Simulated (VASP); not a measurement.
# Hf3N4 (I-43d) in VASP: vibrations by perturbation theory with PBEsol

Aim: the vibrations by perturbation theory of Hf3N4 with PBEsol.

Program: VASP 6.6.1. These are calculated values, not measurements. Logs are shortened: lines on timing, memory, paths and dates and some standing lists are left out, and cuts for length are marked.

## 1. The cell of the first run

The structure is cubic, space group I-43d (No. 220). The conventional cell has a = 6.651 Å, b = 6.651 Å, c = 6.651 Å, α = 90.00°, β = 90.00°, γ = 90.00°. Hf (site symmetry -4) has 8 N at 2.21 to 2.40 Å within 2.9 Å. N (site symmetry 3) has 6 Hf at 2.21 to 2.40 Å and 5 N at 2.57 to 2.88 Å within 2.9 Å.

## 2. Vibrations by perturbation theory, PBEsol

Input file INCAR:

```
SYSTEM = Hf3N4
ALGO = Normal ; EDIFF = 1E-8
ENCUT = 600 ; GGA = PS
GGA_COMPAT = .False. ; IBRION = 8
ISIF = 2 ; ISMEAR = 0
KPAR = 4 ; LASPH = .True.
LCHARG = .True. ; LEPSILON = .True.
LREAL = .False. ; LWAVE = .False.
NBANDS = 63 ; NELM = 120
NSW = 1 ; PREC = Accurate
SIGMA = 0.01
```

Input file KPOINTS:

```
k-points
0
Gamma
  4 4 4
  0 0 0
```

Input file POSCAR:

```
Hf3N4
1.0
   -3.3255800121      3.3255800121      3.3255800121
    3.3255800121     -3.3255800121      3.3255800121
    3.3255800121      3.3255800121     -3.3255800121
Hf N
6 8
Direct
    0.8750000000      0.2500000000      0.1250000000
    0.1250000000      0.8750000000      0.2500000000
    0.3750000000      0.6250000000      0.7500000000
    0.2500000000      0.1250000000      0.8750000000
    0.7500000000      0.3750000000      0.6250000000
    0.6250000000      0.7500000000      0.3750000000
    0.5000000000      0.0000000000      0.6394450888
    0.1394450888      0.5000000000      0.0000000000
    0.3605549112      0.3605549112      0.3605549112
    0.0000000000      0.1394450888      0.5000000000
    0.8605549112      0.8605549112      0.8605549112
    0.0000000000      0.6394450888      0.5000000000
    0.5000000000      0.0000000000      0.1394450888
    0.6394450888      0.5000000000      0.0000000000
```

Potentials or basis: VASP PAW PBE potentials, release 64 (Hf_pv, N).

Launch:

```
> cat potpaw_PBE.64/Hf_pv/POTCAR potpaw_PBE.64/N/POTCAR > POTCAR
> mpirun -np 4 vasp_std > vasp.out
```

OUTCAR:

```text
SYSTEM = Hf3N4
   EDIFF = 1E-8
   ENCUT = 600
   GGA = PS
   IBRION = 8
   ISIF = 2
   ISMEAR = 0
   LASPH = .True.
   LEPSILON = .True.
   LREAL = .False.
   NELM = 120
   NSW = 1
   PREC = Accurate

 ion  position               nearest neighbor table
   1  0.875  0.250  0.125-  11 2.21  13 2.21  12 2.21   8 2.21   9 2.40  10 2.40   7 2.40  14 2.40
                             2 3.11   3 3.11   2 3.11   4 3.11   5 3.11   5 3.11   4 3.11   3 3.11
   2  0.125  0.875  0.250-  10 2.21  11 2.21   7 2.21   8 2.21   9 2.40  12 2.40  13 2.40  14 2.40
                             1 3.11   6 3.11   5 3.11   4 3.11   1 3.11   4 3.11   5 3.11   6 3.11
   3  0.375  0.625  0.750-   9 2.21  14 2.21  13 2.21  12 2.21  11 2.40   8 2.40   7 2.40  10 2.40
                             5 3.11   6 3.11   1 3.11   6 3.11   4 3.11   4 3.11   5 3.11   1 3.11
   4  0.250  0.125  0.875-  14 2.21  11 2.21  13 2.21  10 2.21   8 2.40  12 2.40   9 2.40   7 2.40
                             2 3.11   3 3.11   1 3.11   6 3.11   1 3.11   2 3.11   3 3.11   6 3.11
   5  0.750  0.375  0.625-   7 2.21   9 2.21   8 2.21  12 2.21  11 2.40  10 2.40  13 2.40  14 2.40
                             3 3.11   2 3.11   1 3.11   3 3.11   6 3.11   1 3.11   6 3.11   2 3.11
   6  0.625  0.750  0.375-  10 2.21   9 2.21   7 2.21  14 2.21  11 2.40  12 2.40  13 2.40   8 2.40
[... 955 lines left out ...]
 12Y     0.546480    1.352548    0.176578   -0.113821    0.756852    0.867340   -0.353876    1.710978    1.168691   -0.189196    1.173556   -0.252689    0.146114    1.160632   -1.174439    0.949411   -0.325863   -0.128899   -0.755479    0.199437    1.325409    0.908862    0.534106   -0.705619   -0.763758    0.939932    0.706804   -2.016108    1.416858   -1.717287    0.374542   -0.170210    0.757200   -0.823405  -13.696111   -0.820853    0.765469    0.534085    0.170985    1.324764    4.413200   -0.373222
 12Z     1.174439    0.146114    1.160632    0.128899    0.949411   -0.325863   -0.176578    0.546480    1.352548   -0.867340   -0.113821    0.756852   -1.168691   -0.353876    1.710978    0.252689   -0.189196    1.173556    0.373222    1.324764    4.413200   -0.706804   -0.763758    0.939932   -0.170985    0.765469    0.534085    1.717287   -2.016108    1.416858   -1.325409   -0.755479    0.199437    0.820853   -0.823405  -13.696111    0.705619    0.908862    0.534106   -0.757200    0.374542   -0.170210
 13X     1.160632   -0.146114   -1.174439    0.756852    0.113821    0.867340    1.710978    0.353876    1.168691    1.352548   -0.546480    0.176578   -0.325863   -0.949411   -0.128899    1.173556    0.189196   -0.252689    1.416858    2.016108   -1.717287    0.199437    0.755479    1.325409    4.413200   -1.324764   -0.373222   -0.170210   -0.374542    0.757200    0.534106   -0.908862   -0.705619    0.939932    0.763758    0.706804  -13.696111    0.823405   -0.820853    0.534085   -0.765469    0.170985
 13Y    -0.176578    1.352548    0.546480    0.252689    1.173556   -0.189196    1.174439    1.160632    0.146114   -1.168691    1.710978   -0.353876   -0.867340    0.756852   -0.113821    0.128899   -0.325863    0.949411    1.717287    1.416858   -2.016108   -0.757200   -0.170210    0.374542   -1.325409    0.199437   -0.755479    0.373222    4.413200    1.324764   -0.170985    0.534085    0.765469    0.705619    0.534106    0.908862    0.820853  -13.696111   -0.823405   -0.706804    0.939932   -0.763758
 13Z    -0.353876    1.168691    1.710978    0.949411   -0.128899   -0.325863    0.546480    0.176578    1.352548    0.146114   -1.174439    1.160632   -0.189196   -0.252689    1.173556   -0.113821    0.867340    0.756852   -2.016108   -1.717287    1.416858    1.324764   -0.373222    4.413200    0.374542    0.757200   -0.170210   -0.755479    1.325409    0.199437   -0.763758    0.706804    0.939932    0.765469    0.170985    0.534085   -0.823405   -0.820853  -13.696111    0.908862   -0.705619    0.534106
 14X     0.756852    0.867340   -0.113821    1.173556   -0.252689   -0.189196    1.160632   -1.174439    0.146114    1.352548    0.176578    0.546480   -0.325863   -0.128899    0.949411    1.710978    1.168691   -0.353876    4.413200   -0.373222    1.324764    1.416858   -1.717287   -2.016108    0.939932    0.706804   -0.763758    0.534085    0.170985    0.765469   -0.170210    0.757200    0.374542    0.199437    1.325409   -0.755479    0.534106   -0.705619    0.908862  -13.696111   -0.820853   -0.823405
 14Y     0.949411   -0.325863    0.128899   -0.113821    0.756852   -0.867340   -0.353876    1.710978   -1.168691    0.146114    1.160632    1.174439   -0.189196    1.173556    0.252689    0.546480    1.352548   -0.176578    0.374542   -0.170210   -0.757200   -2.016108    1.416858    1.717287    0.765469    0.534085   -0.170985    0.908862    0.534106    0.705619   -0.755479    0.199437   -1.325409    1.324764    4.413200    0.373222   -0.763758    0.939932   -0.706804   -0.823405  -13.696111    0.820853
 14Z    -0.252689    0.189196    1.173556   -0.128899   -0.949411   -0.325863    0.176578   -0.546480    1.352548    1.168691    0.353876    1.710978    0.867340    0.113821    0.756852   -1.174439   -0.146114    1.160632    1.325409    0.755479    0.199437   -1.717287    2.016108    1.416858   -0.705619   -0.908862    0.534106    0.706804    0.763758    0.939932   -0.373222   -1.324764    4.413200    0.757200   -0.374542   -0.170210    0.170985   -0.765469    0.534085   -0.820853    0.823405  -13.696111

 Eigenvectors and eigenvalues of the dynamical matrix
   1 f  =   20.352789 THz   127.880343 2PiTHz  678.895953 cm-1    84.172333 meV
   2 f  =   20.352789 THz   127.880343 2PiTHz  678.895953 cm-1    84.172333 meV
   3 f  =   19.951514 THz   125.359057 2PiTHz  665.510859 cm-1    82.512793 meV
   4 f  =   19.951514 THz   125.359057 2PiTHz  665.510859 cm-1    82.512793 meV
   5 f  =   19.951514 THz   125.359057 2PiTHz  665.510859 cm-1    82.512793 meV
   6 f  =   18.612195 THz   116.943871 2PiTHz  620.836001 cm-1    76.973819 meV
[... 31 lines left out ...]
  38 f  =    2.981587 THz    18.733861 2PiTHz   99.455022 cm-1    12.330846 meV
  39 f  =    2.981587 THz    18.733861 2PiTHz   99.455022 cm-1    12.330846 meV
  40 f/i=    0.002352 THz     0.014776 2PiTHz    0.078445 cm-1     0.009726 meV
  41 f/i=    0.002352 THz     0.014776 2PiTHz    0.078445 cm-1     0.009726 meV
  42 f/i=    0.002352 THz     0.014776 2PiTHz    0.078445 cm-1     0.009726 meV

 MACROSCOPIC STATIC DIELECTRIC TENSOR IONIC CONTRIBUTION
 ------------------------------------------------------
          25.069220     0.000000     0.000000
           0.000000    25.069220    -0.000000
           0.000000    -0.000000    25.069220
 ------------------------------------------------------

 ELASTIC MODULI CONTR FROM IONIC RELAXATION (kBar)
 Direction    XX          YY          ZZ          XY          YZ          ZX
 --------------------------------------------------------------------------------
 XX       -1024.5724   -126.8946   -126.8946     -0.0000     -0.0000     -0.0000
 YY        -126.8946  -1024.5724   -126.8946      0.0000     -0.0000     -0.0000
 ZZ        -126.8946   -126.8946  -1024.5724     -0.0000      0.0000     -0.0000
 XY          -0.0000      0.0000     -0.0000   -705.7436      0.0000      0.0000
 YZ          -0.0000     -0.0000      0.0000      0.0000   -705.7436     -0.0000
 ZX          -0.0000     -0.0000     -0.0000      0.0000     -0.0000   -705.7436
 --------------------------------------------------------------------------------

 PIEZOELECTRIC TENSOR IONIC CONTR  for field in x, y, z        (C/m^2)
          XX          YY          ZZ          XY          YZ          ZX
  --------------------------------------------------------------------------------
  x     0.00000    -0.00000     0.00000    -0.00000     0.90247    -0.00000
  y    -0.00000     0.00000     0.00000     0.00000    -0.00000     0.90247
  z    -0.00000    -0.00000    -0.00000     0.90247    -0.00000     0.00000
```

stdout:

```text
POSCAR found type information on POSCAR HfN
 POSCAR found :  2 types and      14 ions
 scaLAPACK will be used
 -----------------------------------------------------------------------------
|                                                                             |
|                                                                             |
[... 43 lines left out ...]
 first order change of Fermi-energy   0.10862E+00
 force on displaced ion       1 direction 2 :   0.000 -15.756  -0.000
 Born effective charge ion    1 direction 2 :   0.000   4.714   0.000
 Linear response progress:
 first order change of Fermi-energy  -0.13002E+00
 force on displaced ion       7 direction 1 : -13.696   0.821  -0.823
 Born effective charge ion    7 direction 1 :  -3.666  -0.060   0.369
 Born effective charges drift removed
 Linear response finished
```

Wall time 17 min (4 MPI ranks of Intel Xeon 6975P-C (Granite Rapids), shared host); peak memory 1 GiB.

What came out:

- Electronic dielectric tensor (diagonal): 11.54
- Born charges (mean of the diagonal): Hf +4.89; N -3.67 e
- Highest phonon frequency at Γ: 679 cm⁻¹

Phonon frequencies in cm⁻¹ (negative: imaginary):
```tsv
q point	frequencies
(0.000, 0.000, 0.000)	0 0 0 99 99 99 115 115 145 145 145 190 219 219 219 219 219 219 340 343 343 343 417 417 417 424 424 424 497 497 497 519 519 519 590 621 621 666 666 666 679 679
```

Electronic dielectric tensor:
```
11.54  0.00  0.00
 0.00 11.54  0.00
 0.00  0.00 11.54
```

Born effective charge tensors (e):
atom 1, Hf
```
4.98 0.00 0.00
0.00 4.71 0.00
0.00 0.00 4.98
```
atom 2, Hf
```
4.98 0.00 0.00
0.00 4.98 0.00
0.00 0.00 4.71
```
atom 3, Hf
```
4.98 0.00 0.00
0.00 4.98 0.00
0.00 0.00 4.71
```
atom 4, Hf
```
4.71 0.00 0.00
0.00 4.98 0.00
0.00 0.00 4.98
```
atom 5, Hf
```
4.71 0.00 0.00
0.00 4.98 0.00
0.00 0.00 4.98
```
atom 6, Hf
```
4.98 0.00 0.00
0.00 4.71 0.00
0.00 0.00 4.98
```
atom 7, N
```
-3.67 -0.37  0.06
-0.06 -3.67  0.37
 0.37  0.06 -3.67
```
atom 8, N
```
-3.67  0.06  0.37
 0.37 -3.67 -0.06
 0.06 -0.37 -3.67
```
atom 9, N
```
-3.67 -0.06 -0.37
-0.37 -3.67 -0.06
-0.06 -0.37 -3.67
```
atom 10, N
```
-3.67  0.06 -0.37
 0.37 -3.67  0.06
-0.06  0.37 -3.67
```
atom 11, N
```
-3.67 -0.37 -0.06
-0.06 -3.67 -0.37
-0.37 -0.06 -3.67
```
atom 12, N
```
-3.67  0.37 -0.06
 0.06 -3.67  0.37
-0.37  0.06 -3.67
```
atom 13, N
```
-3.67 -0.06  0.37
-0.37 -3.67  0.06
 0.06  0.37 -3.67
```
atom 14, N
```
-3.67  0.37  0.06
 0.06 -3.67 -0.37
 0.37 -0.06 -3.67
```

Caveat: the cell stands under pressure or tension, which shifts response properties; spin-orbit coupling is left out, which moves the levels of the heavy elements.
